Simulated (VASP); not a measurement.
# MgS (I4/mmm) in VASP: a series of runs

Runs on MgS. Level: PBE. Tasks: single point.

Program: VASP 6.6.1. These are calculated values, not measurements. Logs are shortened: lines on timing, memory, paths and dates and some standing lists are left out, and cuts for length are marked.

**1. The cell of the first run**

Symmetry: I4/mmm, No. 139, tetragonal system. The conventional cell has a = 3.532 Å, b = 3.532 Å, c = 5.411 Å, α = 90.00°, β = 90.00°, γ = 90.00°. Within 3.3 Å of Mg (site symmetry 4/mmm) lie 6 S at 2.50 to 2.71 Å. S (site symmetry 4/mmm) has 6 Mg at 2.50 to 2.71 Å within 3.3 Å.

**2. Single point, PBE (strain -0.040 along x and y, +0.040 along z)**

Contents of INCAR:

```
SYSTEM = MgS
PREC = Accurate
ENCUT = 520
EDIFF = 1E-6
ISMEAR = 0
SIGMA = 0.05
LREAL = .FALSE.
LASPH = .TRUE.
NELM = 100
ALGO = Normal
ISIF = 2
LWAVE = .FALSE.
LCHARG = .FALSE.
GGA = PE
NBANDS = 11
```

Contents of KPOINTS:

```
Automatic mesh
0
G
  8 8 8
  0 0 0
```

Contents of POSCAR:

```
MgS
1.0
    0.0000000000      2.4975840000      2.7057160000
    2.4975840000      0.0000000000      2.7057160000
    2.4975840000      2.4975840000      0.0000000000
Mg S
1 1
Direct
    0.0000000000      0.0000000000      0.0000000000
    0.5000000000      0.5000000000      0.5000000000
```

Potentials or basis: VASP PAW PBE potentials, release 64 (Mg, S).

Command:

```sh
cat potpaw_PBE.64/Mg/POTCAR potpaw_PBE.64/S/POTCAR > POTCAR
mpirun -np 1 vasp_std > vasp.out
```

OUTCAR:

```text
SYSTEM = MgS
   PREC = Accurate
   ENCUT = 520
   EDIFF = 1E-6
   ISMEAR = 0
   LREAL = .FALSE.
   LASPH = .TRUE.
   NELM = 100
   ISIF = 2
   GGA = PE

 ion  position               nearest neighbor table
   1  0.000  0.000  0.000-   2 2.50   2 2.50   2 2.50   2 2.50   2 2.71   2 2.71
   2  0.500  0.500  0.500-   1 2.50   1 2.50   1 2.50   1 2.50   1 2.71   1 2.71

  LATTYP: Found a body centered tetragonal cell.
 ALAT       =     3.5321171660
 C/A-ratio  =     1.5320646926

  Lattice vectors:

 A1 = (  -2.4975840000,   0.0000000000,   2.7057160000)
 A2 = (   2.4975840000,   0.0000000000,   2.7057160000)
 A3 = (   0.0000000000,   2.4975840000,  -2.7057160000)

Analysis of symmetry for initial positions (statically):
=====================================================================
 Subroutine PRICEL returns:
 Original cell was already a primitive cell.

 Routine SETGRP: Setting up the symmetry group for a
 body centered tetragonal supercell.

 Subroutine GETGRP returns: Found 16 space group operations
 (whereof 16 operations were pure point group operations)
 out of a pool of 16 trial point group operations.

The static configuration has the point symmetry D_4h.

Analysis of symmetry for dynamics (positions and initial velocities):
=====================================================================
 Subroutine PRICEL returns:
 Original cell was already a primitive cell.

 Routine SETGRP: Setting up the symmetry group for a
 body centered tetragonal supercell.

 Subroutine GETGRP returns: Found 16 space group operations
 (whereof 16 operations were pure point group operations)
 out of a pool of 16 trial point group operations.

The dynamic configuration has the point symmetry D_4h.

 Subroutine INISYM returns: Found 16 space group operations
 (whereof 16 operations are pure point group operations),
 and found     1 'primitive' translations

----------------------------------------------------------------------------------------

                                     Primitive cell

  volume of cell :      33.7561

  direct lattice vectors                    reciprocal lattice vectors
     0.000000000  2.497584000  2.705716000    -0.200193467  0.200193467  0.184793970
     2.497584000  0.000000000  2.705716000     0.200193467 -0.200193467  0.184793970
     2.497584000  2.497584000  0.000000000     0.200193467  0.200193467 -0.184793970

  length of vectors
     3.682230969  3.682230969  3.532117166     0.338088242  0.338088242  0.338088242

  position of ions in fractional coordinates (direct lattice)
     0.000000000  0.000000000  0.000000000
     0.500000000  0.500000000  0.500000000

  ion indices of the primitive-cell ions
   primitive index   ion index
                 1           1
                 2           2

----------------------------------------------------------------------------------------

 KPOINTS: Automatic mesh

Automatic generation of k-mesh.
 Grid dimensions read from file:
 generate k-points for:    8    8    8

 Generating k-lattice:

  Cartesian coordinates                     Fractional coordinates (reciprocal lattice)
    -0.025024183  0.025024183  0.023099246     0.125000000  0.000000000  0.000000000
     0.025024183 -0.025024183  0.023099246     0.000000000  0.125000000  0.000000000
     0.025024183  0.025024183 -0.023099246     0.000000000  0.000000000  0.125000000

  Length of vectors
     0.042261030  0.042261030  0.042261030

  Shift w.r.t. Gamma in fractional coordinates (k-lattice)
     0.000000000  0.000000000  0.000000000

 Subroutine IBZKPT returns following result:
 ===========================================

 Found     59 irreducible k-points:

 Following reciprocal coordinates:
            Coordinates               Weight
  0.000000  0.000000  0.000000      1.000000
  0.125000 -0.000000  0.000000      8.000000
  0.250000 -0.000000  0.000000      8.000000
  0.375000 -0.000000  0.000000      8.000000
  0.500000 -0.000000  0.000000      4.000000
  0.125000  0.125000  0.000000      2.000000
[... 16 lines left out ...]
  0.250000 -0.000000  0.125000     16.000000
  0.375000  0.000000  0.125000     16.000000
 [... further k-points ...]
   k-points           NKPTS =     59   k-points in BZ     NKDIM =     59   number of bands    NBANDS=     11
   number of dos      NEDOS =    301   number of ions     NIONS =      2
   total plane-waves  NPLWV =  21952
   dimension x,y,z NGX =    28 NGY =   28 NGZ =   28
   dimension x,y,z NGXF=    56 NGYF=   56 NGZF=   56
   ions per type =               1   1
   NGX,Y,Z   is equivalent  to a cutoff of  12.64, 12.64, 13.18 a.u.
   NGXF,Y,Z  is equivalent  to a cutoff of  25.28, 25.28, 26.36 a.u.
 SYSTEM =  MgS
   PREC   = accura    normal or accurate (medium, high low for compatibility)
   ISTART =      0    job   : 0-new  1-cont  2-samecut
   ICHARG =      2    charge: 1-file 2-atom 10-const
   ISPIN  =      1    spin polarized calculation?
   LNONCOLLINEAR =      F non collinear calculations
   LSORBIT =      F    spin-orbit coupling
   LASPH  =      T    aspherical Exc in radial PAW
   ENCUT  =  520.0 eV  38.22 Ry    6.18 a.u.   6.85  6.85  6.57*2*pi/ulx,y,z
   NELM   =    100;   NELMIN=  2; NELMDL= -5     # of ELM steps
   EDIFF  = 0.1E-05   stopping-criterion for ELM
   LREAL  =      F    real-space projection
   EDIFFG = 0.1E-04   stopping-criterion for IOM
   NSW    =      0    number of steps for IOM
   IBRION =     -1    ionic relax: 0-MD 1-quasi-New 2-CG
   NFREE  =      0    steps in history (QN), initial steepest desc. (CG)
   ISIF   =      2    stress and relaxation
   ISYM   =      2    0-nonsym 1-usesym 2-fastsym
   POTIM  = 0.5000    time-step for ionic-motion
   TEBEG  =    0.0;   TEEND  =   0.0 temperature during run
   PSTRESS=    0.0 pullay stress
   NELECT =       8.0000    total number of electrons
   NUPDOWN=      -1.0000    fix difference up-down
   EMIN   =  10.00;   EMAX   =-10.00  energy-range for DOS
   EFERMI =   0.00;   METHOD = LEGACY
   ISMEAR =     0;   SIGMA  =   0.05  broadening in eV -4-tet -1-fermi 0-gaus
   EFERMI_NEDOS =   21; number of points for ismear=-14 and -15
   IALGO  =     38    algorithm
   IMIX   =      4    mixing-type and parameters
     AMIX     =   0.40;   BMIX     =  1.00
     AMIX_MAG =   1.60;   BMIX_MAG =  1.00
  volume/ion in A,a.u.               =      16.88       113.90
  Fermi-wavevector in a.u.,A,eV,Ry     =   1.013104  1.914489 13.964743  1.026380
  Thomas-Fermi vector in A             =   2.146253
   LORBIT       =      0    0 simple, 1 ext, 2 COOP (PROOUT), +10 PAW based schemes
   GGA     = PE    functional components
   LHFCALC =     F    Hartree Fock is set to
   AEXX    =    0.0000 exact exchange contribution
   IVDW    =     0    specifies the selected vdW correction
   LEPSILON=     F    determine dielectric tensor
   LRPA    =     F    only Hartree local field effects (RPA)
 non-spin polarized calculation
 Gauss-broadening in eV      SIGMA  =   0.05
  energy-cutoff  :      520.00
  volume of cell :       33.76
 maximum number of plane-waves:       922
   NGX = 13   NGY = 13   NGZ = 13

 number of electron       8.0000000 magnetization

 Free energy of the ion-electron system (eV)
  ---------------------------------------------------
  ext. energy  EPLUGINS =         0.00000000
  ---------------------------------------------------
  free energy    TOTEN  =        -8.42188094 eV

  energy without entropy =       -8.42188094  energy(sigma->0) =       -8.42188094

 E-fermi :   4.4929     XC(G=0):  -9.8550

 val. band max:        4.2764631405   @ k =   0.0000   0.0000   0.0000
 cond. band min:       6.8742974640   @ k =   0.5000   0.0000   0.5000
 fundamental gap:      2.5978343235
 Fermi energy:         4.4929024518

 k-point     1 :       0.0000    0.0000    0.0000
  band No.  band energies     occupation
      1      -8.8237      2.00000
      2       4.0000      2.00000
      3       4.0000      2.00000
      4       4.2765      2.00000
      5       8.1469      0.00000
      6      11.4976      0.00000
      7      12.3571      0.00000
      8      12.3571      0.00000
      9      13.9152      0.00000
     10      15.0598      0.00000
     11      16.2535      0.00000

 k-point     2 :       0.1250   -0.0000    0.0000
  band No.  band energies     occupation
      1      -8.6619      2.00000
      2       2.9972      2.00000
      3       3.9303      2.00000
      4       4.0525      2.00000
      5       8.9204      0.00000
      6      11.6702      0.00000
      7      12.0434      0.00000
      8      12.6539      0.00000
      9      13.5080      0.00000
     10      14.3443      0.00000
     11      16.8617      0.00000

 k-point     3 :       0.2500   -0.0000    0.0000
  band No.  band energies     occupation
      1      -8.2217      2.00000
      2       1.1745      2.00000
      3       3.7111      2.00000
      4       3.7771      2.00000
      5       9.1860      0.00000
      6      11.5224      0.00000
      7      12.4814      0.00000
      8      12.6393      0.00000
      9      14.4541      0.00000
     10      14.5696      0.00000
     11      16.4093      0.00000
[... 267 lines left out ...]
 k-point    23 :       0.2500   -0.0000    0.1250
  band No.  band energies     occupation
      1      -8.2364      2.00000
      2       1.6098      2.00000
      3       3.3362      2.00000
      4       3.6129      2.00000
      5       9.7683      0.00000
      6      10.9824      0.00000
      7      11.9466      0.00000
      8      12.7074      0.00000
      9      13.9775      0.00000
     10      15.1862      0.00000
     11      17.6956      0.00000

 k-point    24 :       0.3750    0.0000    0.1250
  band No.  band energies     occupation
      1      -7.7165      2.00000
      2       0.1145      2.00000
      3       3.1637      2.00000
      4       3.2203      2.00000
      5       9.3503      0.00000
      6      11.0753      0.00000
      7      12.0631      0.00000
      8      12.5230      0.00000
      9      15.7485      0.00000
     10      17.2170      0.00000
     11      17.5475      0.00000

 [... further k-points ...]

------------------------ aborting loop because EDIFF is reached ----------------------------------------

  FORCE on cell =-STRESS in cart. coord.  units (eV):
  Direction    XX          YY          ZZ          XY          YZ          ZX
  --------------------------------------------------------------------------------------
  -------------------------------------------------------------------------------------
  Total        1.8600935      1.8600935     -0.1795443      0.0000000     -0.0000000     -0.0000000
  in kB       88.2862256     88.2862256     -8.5217687      0.0000000     -0.0000000     -0.0000000
  external PRESSURE =      56.0168942 kB  Pullay stress =       0.0000000 kB

 VOLUME and BASIS-vectors are now :
 -----------------------------------------------------------------------------
  energy-cutoff  :      520.00
  volume of cell :       33.76
      direct lattice vectors                 reciprocal lattice vectors
     0.000000000  2.497584000  2.705716000    -0.200193467  0.200193467  0.184793970
     2.497584000  0.000000000  2.705716000     0.200193467 -0.200193467  0.184793970
     2.497584000  2.497584000  0.000000000     0.200193467  0.200193467 -0.184793970

 POSITION                                       TOTAL-FORCE (eV/Angst)
 -----------------------------------------------------------------------------------
      0.00000      0.00000      0.00000        -0.000000      0.000000      0.000000
      2.49758      2.49758      2.70572         0.000000     -0.000000      0.000000
 -----------------------------------------------------------------------------------
    total drift:                                0.000000      0.000000      0.000000

  FREE ENERGIE OF THE ION-ELECTRON SYSTEM (eV)
  ---------------------------------------------------
  free  energy   TOTEN  =        -8.4218809393 eV

  energy  without entropy=       -8.4218809393  energy(sigma->0) =       -8.42188094
```

It took 8.1 s on 1 thread of Intel Xeon 6975P-C (Granite Rapids), shared host; peak memory 0.16 GiB.

Results:

| Property | Result |
| --- | --- |
| Free energy | -8.4219 eV |
| Pressure | 5.6 GPa |
| Band gap on the k mesh | 2.60 eV, indirect (least direct gap 3.87 eV) |

Caveat: the cell differs from its parent crystal (strain -0.040 along x and y, +0.040 along z). A k mesh can miss the band edges.

**3. Single point, PBE (strain -0.040 along x and y, +0.080 along z)**

Contents of INCAR:

```
SYSTEM = MgS
PREC = Accurate
ENCUT = 520
EDIFF = 1E-6
ISMEAR = 0
SIGMA = 0.05
LREAL = .False.
LASPH = .True.
NELM = 100
ALGO = Normal
ISIF = 2
LWAVE = .False.
LCHARG = .True.
GGA = PE
LELF = .True.
LVHAR = .True.
NBANDS = 11
```

Contents of KPOINTS:

```
regular mesh
0
Gamma
  8 8 8
  0 0 0
```

Contents of POSCAR:

```
MgS
1.0
    0.0000000000      2.4975840000      2.8097820000
    2.4975840000      0.0000000000      2.8097820000
    2.4975840000      2.4975840000      0.0000000000
Mg S
1 1
Direct
    0.0000000000      0.0000000000      0.0000000000
    0.5000000000      0.5000000000      0.5000000000
```

Potentials or basis: VASP PAW PBE potentials, release 64 (Mg, S).

Command:

```sh
cat potpaw_PBE.64/Mg/POTCAR potpaw_PBE.64/S/POTCAR > POTCAR
mpirun -np 1 vasp_std > vasp.out
```

It took 8.6 s on 1 thread of Intel Xeon 6975P-C (Granite Rapids), shared host; peak memory 0.16 GiB.

It converged, with:

| Property | Result |
| --- | --- |
| Free energy | -8.4008 eV |
| Pressure | 3.4 GPa |
| Band gap on the k mesh | 2.49 eV, indirect (least direct gap 3.53 eV) |

Stress tensor (GPa, compression positive):
```
 7.14  0.00  0.00
 0.00  7.14  0.00
 0.00  0.00 -4.13
```

Levels at points of the mesh, in eV from the valence-band top:
| k point | band 1 | band 2 | band 3 | band 4 | band 5 | band 6 | band 7 | band 8 |
| --- | --- | --- | --- | --- | --- | --- | --- | --- |
| (0.00, 0.00, 0.00) | -12.93 | -0.35 | -0.35 | 0.00 | 3.53 | 7.01 | 8.25 | 8.25 |
| (0.50, 0.00, 0.00) | -11.60 | -5.08 | -1.02 | -0.63 | 4.16 | 6.46 | 7.37 | 10.00 |
| (0.50, 0.50, 0.00) | -11.57 | -4.47 | -1.55 | -1.55 | 3.17 | 4.45 | 10.99 | 12.53 |
| (0.50, 0.00, 0.50) | -11.08 | -4.39 | -2.56 | -1.54 | 2.49 | 4.12 | 11.49 | 12.14 |

Caveat: the cell differs from its parent crystal (strain -0.040 along x and y, +0.080 along z). A k mesh can miss the band edges.

(Part 1 of 2 ends here.)
